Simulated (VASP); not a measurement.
# NaF (R3m) in VASP: single point with HSE06

Aim: the single point of NaF with HSE06.

Program: VASP 6.6.1. These are calculated values, not measurements. Logs are shortened: lines on timing, memory, paths and dates and some standing lists are left out, and cuts for length are marked.

## (1) The cell of the first run

Symmetry: R3m, No. 160, trigonal system. Conventional cell: a = 3.740 Å, b = 3.740 Å, c = 8.353 Å, α = 90.00°, β = 90.00°, γ = 120.00°. Na (site symmetry 3m) has 4 F at 2.21 to 2.23 Å within 2.9 Å. F (site symmetry 3m) has 4 Na at 2.21 to 2.23 Å within 2.9 Å.

## (2) Single point, HSE06 (epitaxial 111 strain +4.5%)

POSCAR

```
NaF
1.0
   -0.1554742633      2.4889344877      2.4889344877
    2.4889344877     -0.1554742633      2.4889344877
    2.4889344877      2.4889344877     -0.1554742633
Na F
1 1
Direct
   -0.0072222377     -0.0072222377     -0.0072222377
    0.2572222377      0.2572222377      0.2572222377
```

INCAR.step1

```
SYSTEM = NaF
PREC = Accurate
ENCUT = 520
EDIFF = 1E-5
ISMEAR = 0
SIGMA = 0.01
LREAL = .FALSE.
LASPH = .TRUE.
NELM = 100
ALGO = Normal
ISIF = 2
LWAVE = .TRUE.
NBANDS = 14
GGA = PE
```

INCAR.step2

```
SYSTEM = NaF
PREC = Accurate
ENCUT = 520
EDIFF = 1E-7
ISMEAR = 0
SIGMA = 0.01
LREAL = .FALSE.
LASPH = .TRUE.
NELM = 100
ALGO = Normal
ISIF = 2
LWAVE = .FALSE.
LCHARG = .TRUE.
GGA = PE
LHFCALC = .TRUE.
HFSCREEN = 0.2079
PRECFOCK = Normal
LELF = .TRUE.
LVHAR = .TRUE.
NBANDS = 14
ISTART = 1
```

KPOINTS

```
regular mesh
0
G
  6 6 6
  0 0 0
```

Potentials or basis: VASP PAW PBE potentials, release 64 (Na_pv, F).

Run with:

```console
$ cat potpaw_PBE.64/Na_pv/POTCAR potpaw_PBE.64/F/POTCAR > POTCAR
$ cp INCAR.step1 INCAR
$ mpirun -np 1 vasp_std > vasp.out
$ cp INCAR.step2 INCAR
$ mpirun -np 1 vasp_std > vasp.out
```

OUTCAR:

```text
SYSTEM = NaF
   PREC = Accurate
   ENCUT = 520
   EDIFF = 1E-7
   ISMEAR = 0
   LREAL = .FALSE.
   LASPH = .TRUE.
   NELM = 100
   ISIF = 2
   GGA = PE
   LHFCALC = .TRUE.
   HFSCREEN = 0.2079
   PRECFOCK = Normal
   ISTART = 1

 ion  position               nearest neighbor table
   1  0.993  0.993  0.993-   2 2.21   2 2.23   2 2.23   2 2.23
   2  0.257  0.257  0.257-   1 2.21   1 2.23   1 2.23   1 2.23

  LATTYP: Found a trigonal (rhomboedric) cell.
 ALAT       =     3.5233169052
 COS(alpha) =     0.4366818347

  Lattice vectors:

 A1 = (  -0.1554742633,   2.4889344877,   2.4889344877)
 A2 = (   2.4889344877,  -0.1554742633,   2.4889344877)
 A3 = (   2.4889344877,   2.4889344877,  -0.1554742633)

Analysis of symmetry for initial positions (statically):
=====================================================================
 Subroutine PRICEL returns:
 Original cell was already a primitive cell.

 Routine SETGRP: Setting up the symmetry group for a
 trigonal (rhombohedral) supercell.

 Subroutine GETGRP returns: Found  6 space group operations
 (whereof  6 operations were pure point group operations)
 out of a pool of 12 trial point group operations.

The static configuration has the point symmetry C_3v.

Analysis of symmetry for dynamics (positions and initial velocities):
=====================================================================
 Subroutine PRICEL returns:
 Original cell was already a primitive cell.

 Routine SETGRP: Setting up the symmetry group for a
 trigonal (rhombohedral) supercell.

 Subroutine GETGRP returns: Found  6 space group operations
 (whereof  6 operations were pure point group operations)
 out of a pool of 12 trial point group operations.

The dynamic configuration has the point symmetry C_3v.

 Subroutine INISYM returns: Found  6 space group operations
 (whereof  6 operations are pure point group operations),
 and found     1 'primitive' translations

----------------------------------------------------------------------------------------

                                     Primitive cell

  volume of cell :      33.7225

  direct lattice vectors                    reciprocal lattice vectors
    -0.155474263  2.488934488  2.488934488    -0.182982292  0.195174073  0.195174073
     2.488934488 -0.155474263  2.488934488     0.195174073 -0.182982292  0.195174073
     2.488934488  2.488934488 -0.155474263     0.195174073  0.195174073 -0.182982292

  length of vectors
     3.523316905  3.523316905  3.523316905     0.331162130  0.331162130  0.331162130

  position of ions in fractional coordinates (direct lattice)
     0.992777762  0.992777762  0.992777762
     0.257222238  0.257222238  0.257222238

  ion indices of the primitive-cell ions
   primitive index   ion index
                 1           1
                 2           2

----------------------------------------------------------------------------------------

 KPOINTS: regular mesh

Automatic generation of k-mesh.
 Grid dimensions read from file:
 generate k-points for:    6    6    6

 Generating k-lattice:

  Cartesian coordinates                     Fractional coordinates (reciprocal lattice)
    -0.030497049  0.032529012  0.032529012     0.166666667 -0.000000000 -0.000000000
     0.032529012 -0.030497049  0.032529012    -0.000000000  0.166666667 -0.000000000
     0.032529012  0.032529012 -0.030497049    -0.000000000 -0.000000000  0.166666667

  Length of vectors
     0.055193688  0.055193688  0.055193688

  Shift w.r.t. Gamma in fractional coordinates (k-lattice)
     0.000000000  0.000000000  0.000000000

 Subroutine IBZKPT returns following result:
 ===========================================

 Found     32 irreducible k-points:

 Following reciprocal coordinates:
            Coordinates               Weight
  0.000000  0.000000  0.000000      1.000000
  0.166667 -0.000000 -0.000000      6.000000
  0.333333  0.000000  0.000000      6.000000
  0.500000  0.000000 -0.000000      3.000000
  0.166667  0.166667 -0.000000      6.000000
  0.333333  0.166667  0.000000     12.000000
[... 16 lines left out ...]
  0.500000  0.500000  0.166667      6.000000
 -0.333333  0.500000  0.166667     12.000000
 [... further k-points ...]
   k-points           NKPTS =     32   k-points in BZ     NKDIM =    216   number of bands    NBANDS=     14
   number of dos      NEDOS =    301   number of ions     NIONS =      2
   total plane-waves  NPLWV =  21952
   dimension x,y,z NGX =    28 NGY =   28 NGZ =   28
   dimension x,y,z NGXF=    56 NGYF=   56 NGZF=   56
   ions per type =               1   1
   NGX,Y,Z   is equivalent  to a cutoff of  13.21, 13.21, 13.21 a.u.
   NGXF,Y,Z  is equivalent  to a cutoff of  26.42, 26.42, 26.42 a.u.
 SYSTEM =  NaF
   PREC   = accura    normal or accurate (medium, high low for compatibility)
   ISTART =      1    job   : 0-new  1-cont  2-samecut
   ICHARG =      0    charge: 1-file 2-atom 10-const
   ISPIN  =      1    spin polarized calculation?
   LNONCOLLINEAR =      F non collinear calculations
   LSORBIT =      F    spin-orbit coupling
   LASPH  =      T    aspherical Exc in radial PAW
   ENCUT  =  520.0 eV  38.22 Ry    6.18 a.u.   6.55  6.55  6.55*2*pi/ulx,y,z
   NELM   =    100;   NELMIN=  2; NELMDL=  0     # of ELM steps
   EDIFF  = 0.1E-06   stopping-criterion for ELM
   LREAL  =      F    real-space projection
   EDIFFG = 0.1E-05   stopping-criterion for IOM
   NSW    =      0    number of steps for IOM
   IBRION =     -1    ionic relax: 0-MD 1-quasi-New 2-CG
   NFREE  =      0    steps in history (QN), initial steepest desc. (CG)
   ISIF   =      2    stress and relaxation
   ISYM   =      3    0-nonsym 1-usesym 2-fastsym
   POTIM  = 0.5000    time-step for ionic-motion
   TEBEG  =    0.0;   TEEND  =   0.0 temperature during run
   PSTRESS=    0.0 pullay stress
   NELECT =      14.0000    total number of electrons
   NUPDOWN=      -1.0000    fix difference up-down
   EMIN   =  10.00;   EMAX   =-10.00  energy-range for DOS
   EFERMI =   0.00;   METHOD = LEGACY
   ISMEAR =     0;   SIGMA  =   0.01  broadening in eV -4-tet -1-fermi 0-gaus
   EFERMI_NEDOS =   21; number of points for ismear=-14 and -15
   IALGO  =     38    algorithm
   IMIX   =      1    mixing-type and parameters
     AMIX     =   0.40;   BMIX     =  1.00
     AMIX_MAG =   1.60;   BMIX_MAG =  1.00
  volume/ion in A,a.u.               =      16.86       113.79
  Fermi-wavevector in a.u.,A,eV,Ry     =   1.221268  2.307861 20.293018  1.491495
  Thomas-Fermi vector in A             =   2.356456
   LORBIT       =      0    0 simple, 1 ext, 2 COOP (PROOUT), +10 PAW based schemes
   GGA     = PE    functional components
   LHFCALC =     T    Hartree Fock is set to
   PRECFOCK=normal    Normal, Fast or Accurate (Low or Medium for compatibility)
   ENCUT4O =  -1.0   cutoff for four orbital integrals eV
   NKREDX  =     1    reduce k-point grid by
   NKREDY  =     1    reduce k-point grid by
   NKREDZ  =     1    reduce k-point grid by
   AEXX    =    0.2500 exact exchange contribution
   HFSCREEN=    0.2079 screening length (either q_TF or 0.3 A-1)
   HFSCREENC=   0.2079 screening length for correlation (either q_TF or 0.3 A-1)
   ENCUTFOCK=  -1.0 apply spherical cutoff to Coloumb kernel
   IVDW    =     0    specifies the selected vdW correction
   LEPSILON=     F    determine dielectric tensor
   LRPA    =     F    only Hartree local field effects (RPA)
 non-spin polarized calculation
 Gauss-broadening in eV      SIGMA  =   0.01
  energy-cutoff  :      520.00
  volume of cell :       33.72
 maximum number of plane-waves:       917
 NGX is ok and might be reduce to    28
  NGX = 20; NGY = 20; NGZ = 20

 number of electron      13.9999989 magnetization

 Free energy of the ion-electron system (eV)
  ---------------------------------------------------
  ext. energy  EPLUGINS =         0.00000000
  ---------------------------------------------------
  free energy    TOTEN  =       -10.10056878 eV

  energy without entropy =      -10.10056878  energy(sigma->0) =      -10.10056878

 E-fermi :  -4.8836     XC(G=0):  -6.2593

 val. band max:       -4.9942138857   @ k =   0.0000   0.0000   0.0000
 cond. band min:       2.3520894700   @ k =   0.0000   0.0000   0.0000
 fundamental gap:      7.3463033557
 Fermi energy:        -4.8836432238

 k-point     1 :       0.0000    0.0000    0.0000
  band No.  band energies     occupation
      1     -25.6217      2.00000
      2     -25.5827      2.00000
      3     -25.5827      2.00000
      4     -25.3253      2.00000
      5      -5.1436      2.00000
      6      -5.1436      2.00000
      7      -4.9942      2.00000
      8       2.3521      0.00000
      9      15.4028      0.00000
     10      15.4028      0.00000
     11      17.0963      0.00000
     12      17.0963      0.00000
     13      17.3157      0.00000
     14      18.3386      0.00000

 k-point     2 :       0.1667   -0.0000   -0.0000
  band No.  band energies     occupation
      1     -25.8146      2.00000
      2     -25.5940      2.00000
      3     -25.5844      2.00000
      4     -25.1093      2.00000
      5      -5.3652      2.00000
      6      -5.1436      2.00000
      7      -5.0248      2.00000
      8       3.0346      0.00000
      9      12.9585      0.00000
     10      14.8733      0.00000
     11      16.1688      0.00000
     12      17.0435      0.00000
     13      17.2151      0.00000
     14      18.6092      0.00000

 k-point     3 :       0.3333    0.0000    0.0000
  band No.  band energies     occupation
      1     -26.0219      2.00000
      2     -25.5989      2.00000
      3     -25.5877      2.00000
      4     -24.8738      2.00000
      5      -5.7625      2.00000
      6      -5.1438      2.00000
      7      -5.0579      2.00000
      8       4.7154      0.00000
      9       9.8111      0.00000
     10      13.9403      0.00000
     11      15.2835      0.00000
     12      17.0302      0.00000
     13      17.7429      0.00000
     14      19.1413      0.00000

 k-point     4 :       0.5000    0.0000   -0.0000
  band No.  band energies     occupation
      1     -26.0977      2.00000
      2     -25.6012      2.00000
      3     -25.5893      2.00000
      4     -24.7841      2.00000
      5      -5.9355      2.00000
      6      -5.1440      2.00000
      7      -5.0725      2.00000
      8       6.5357      0.00000
      9       7.5340      0.00000
     10      13.5637      0.00000
     11      14.9516      0.00000
     12      17.0888      0.00000
     13      18.2119      0.00000
     14      19.5475      0.00000

 k-point     5 :       0.1667    0.1667   -0.0000
  band No.  band energies     occupation
      1     -25.8479      2.00000
      2     -25.5950      2.00000
      3     -25.5895      2.00000
      4     -25.0671      2.00000
      5      -5.3555      2.00000
      6      -5.1960      2.00000
      7      -5.0772      2.00000
      8       3.2753      0.00000
      9      13.4266      0.00000
     10      14.2530      0.00000
     11      14.6541      0.00000
[... 276 lines left out ...]
 k-point    22 :      -0.1667    0.3333    0.1667
  band No.  band energies     occupation
      1     -26.0994      2.00000
      2     -25.6162      2.00000
      3     -25.6014      2.00000
      4     -24.7535      2.00000
      5      -5.6939      2.00000
      6      -5.3576      2.00000
      7      -5.1677      2.00000
      8       5.7808      0.00000
      9       9.9376      0.00000
     10      11.3759      0.00000
     11      13.7247      0.00000
     12      17.1212      0.00000
     13      19.0724      0.00000
     14      20.3799      0.00000

 k-point    23 :       0.5000    0.5000    0.1667
  band No.  band energies     occupation
      1     -26.1199      2.00000
      2     -25.6168      2.00000
      3     -25.6068      2.00000
      4     -24.7237      2.00000
      5      -5.7804      2.00000
      6      -5.3202      2.00000
      7      -5.2878      2.00000
      8       6.6809      0.00000
      9       9.1338      0.00000
     10      12.0714      0.00000
     11      13.2523      0.00000
     12      14.6936      0.00000
     13      18.6977      0.00000
     14      20.9072      0.00000

 k-point    24 :      -0.3333    0.5000    0.1667
  band No.  band energies     occupation
      1     -26.1447      2.00000
      2     -25.6225      2.00000
      3     -25.6094      2.00000
      4     -24.6865      2.00000
      5      -5.7103      2.00000
      6      -5.4337      2.00000
      7      -5.2747      2.00000
      8       7.1265      0.00000
      9       8.9226      0.00000
     10      11.4555      0.00000
     11      12.3194      0.00000
     12      16.5034      0.00000
     13      18.9845      0.00000
     14      20.5079      0.00000

 [... further k-points ...]

------------------------ aborting loop because EDIFF is reached ----------------------------------------

  FORCE on cell =-STRESS in cart. coord.  units (eV):
  Direction    XX          YY          ZZ          XY          YZ          ZX
  --------------------------------------------------------------------------------------
  -------------------------------------------------------------------------------------
  Total       -0.1642307     -0.1642307     -0.1642307      0.1720203      0.1720203      0.1720203
  in kB       -7.8027003     -7.8027003     -7.8027003      8.1727919      8.1727919      8.1727919
  external PRESSURE =      -7.8027003 kB  Pullay stress =       0.0000000 kB

 VOLUME and BASIS-vectors are now :
 -----------------------------------------------------------------------------
  energy-cutoff  :      520.00
  volume of cell :       33.72
      direct lattice vectors                 reciprocal lattice vectors
    -0.155474263  2.488934488  2.488934488    -0.182982292  0.195174073  0.195174073
     2.488934488 -0.155474263  2.488934488     0.195174073 -0.182982292  0.195174073
     2.488934488  2.488934488 -0.155474263     0.195174073  0.195174073 -0.182982292

 POSITION                                       TOTAL-FORCE (eV/Angst)
 -----------------------------------------------------------------------------------
      4.78757      4.78757      4.78757        -0.000214     -0.000214     -0.000214
      1.24043      1.24043      1.24043         0.000214      0.000214      0.000214
 -----------------------------------------------------------------------------------
    total drift:                               -0.000550     -0.000550     -0.000549

  FREE ENERGIE OF THE ION-ELECTRON SYSTEM (eV)
  ---------------------------------------------------
  free  energy   TOTEN  =       -10.1005687779 eV

  energy  without entropy=      -10.1005687779  energy(sigma->0) =      -10.10056878
```

Run time: 18 min. Hardware: 1 thread of Intel Xeon 6975P-C (Granite Rapids), shared host; peak memory 0.26 GiB.

What came out:

```yaml
Free_energy: -10.1006 eV
Pressure: -0.8 GPa
Band_gap_on_the_k_mesh: 7.35 eV
```

Stress tensor (GPa, compression positive):
```
-0.78  0.82  0.82
 0.82 -0.78  0.82
 0.82  0.82 -0.78
```

Caveat: the cell differs from its parent crystal (epitaxial 111 strain +4.5%); the PAW data sets were made with another functional, which shifts forces and pressure a little.
